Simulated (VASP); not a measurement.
A run of VASP 6.6.1 is set up as follows.

The input INCAR:

```
PREC = Accurate ; ENCUT = 520
EDIFF = 1E-8 ; ISMEAR = -1
SIGMA = 0.03 ; LREAL = F
LASPH = T ; NELM = 60
ALGO = Normal ; ISIF = 2
LWAVE = F ; LCHARG = F
GGA = PE ; LEFG = T
NBANDS = 11
```

The input KPOINTS:

```
regular mesh
0
Gamma
  16 16 16
```

The input POSCAR:

```
BN
1.0
    0.0000000000      1.8243558602      1.8243558602
    1.8243558602      0.0000000000      1.8243558602
    1.8243558602      1.8243558602      0.0000000000
B N
1 1
Direct
    0.0000000000      0.0000000000      0.0000000000
    0.2500000000      0.2500000000      0.2500000000
```

Potentials or basis: VASP PAW PBE potentials, release 64 (B, N).

The run is started by

```sh
$ cat potpaw_PBE.64/B/POTCAR potpaw_PBE.64/N/POTCAR > POTCAR
$ mpirun -np 1 vasp_std > vasp.out
```

(1) Predict the band gap on the k mesh.

(2) Predict the pressure.

## Answers

(1) 4.43 eV, indirect (least direct gap 8.69 eV).

(2) -6.9 GPa.

Caveat: without QUAD_EFG the Cq values of the log hold for a quadrupole moment of 1 mb, not for the nuclei.
